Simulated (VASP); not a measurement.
Here is a VASP 6.6.1 calculation.

INCAR

```
SYSTEM = Si8HO16
ALGO = Normal
EDIFF = 1E-6
ENCUT = 520
GGA = PE
ISIF = 2
ISMEAR = -1
LASPH = .TRUE.
LCHARG = .FALSE.
LREAL = Auto
LWAVE = .FALSE.
NBANDS = 82
NELECT = 128.0
NELM = 100
PREC = Accurate
SIGMA = 0.05
```

The input KPOINTS:

```
k-points
0
G
  2 2 2
  0 0 0
```

File POSCAR:

```
Si8HO16
1.0
   -4.1773000000     -4.1773000000      0.0000000000
    4.1773000000     -4.1773000000      0.0000000000
    0.0000000000      0.0000000000      5.3304000000
Si O H
8 16 1
Direct
    0.4986243507      0.4953899648      0.0002592676
   -0.0020659278      0.4999461375      0.2483517184
    0.4881192397      0.4913940823      0.5002596428
   -0.0020439040      0.4999597826      0.7521613763
   -0.0089215522     -0.0005187561      0.0002590800
    0.4894093074     -0.0034336773      0.2412935239
    0.0199187274      0.0050919254      0.5002632073
    0.4893866852     -0.0034290092      0.7592103782
    0.1933466593      0.4914018624      0.0002620816
   -0.0105283317      0.1941826060      0.2530669368
    0.8027192205      0.5037660690      0.0002542023
    0.0045172719      0.8066258109      0.2513957677
    0.1892821918      0.4922841309      0.5002551403
   -0.0105231848      0.1941860771      0.7474429686
    0.7986845570      0.5158566538      0.5002686478
    0.0045310368      0.8066316760      0.7491306469
    0.6882856151     -0.0086013693      0.0002570164
    0.4892361094      0.6907459364      0.2499737356
    0.2966888900      0.0040283197      0.0002545775
    0.5049679219      0.2976615278      0.2528223023
    0.6972034568     -0.0332157135      0.5002639577
    0.4892271324      0.6907470136      0.7505204112
    0.3103815862      0.0029078591      0.5002466982
    0.5049551145      0.2976649989      0.7476973585
    0.7241559141      0.7963003615      0.5002845940
```

Potentials or basis: VASP PAW PBE potentials, release 64 (Si, O, H).

The run is started by

```bash
$ cat potpaw_PBE.64/Si/POTCAR potpaw_PBE.64/O/POTCAR potpaw_PBE.64/H/POTCAR > POTCAR
$ mpirun -np 1 vasp_std > vasp.out
```

Problem. Predict the largest force.

Solution. 0.075 eV/Å.

Forces on the atoms (eV/Å):
```
Si   0.001 -0.004 -0.001
Si   0.002  0.007  0.015
Si   0.003 -0.006 -0.001
Si   0.002  0.009 -0.014
Si   0.007  0.004  0.000
Si  -0.014 -0.012  0.044
Si   0.013  0.017 -0.002
Si  -0.015 -0.014 -0.043
O   -0.010 -0.012  0.001
O    0.016 -0.016  0.001
O    0.013  0.022 -0.001
O   -0.014  0.014 -0.001
O   -0.017 -0.012  0.000
O    0.016 -0.015  0.002
O    0.023 -0.005 -0.001
O   -0.014  0.014 -0.001
O   -0.024 -0.019 -0.001
O    0.011 -0.015  0.013
O    0.030  0.031  0.000
O   -0.010  0.005 -0.003
O    0.041 -0.024  0.001
O    0.011 -0.016 -0.011
O   -0.001 -0.004  0.002
O   -0.011  0.004  0.004
H   -0.059  0.046  0.000
```

Caveat: the k points lie up to 0.59 Å⁻¹ apart; the cell carries a net charge on a neutralising background, which shifts energy and pressure.
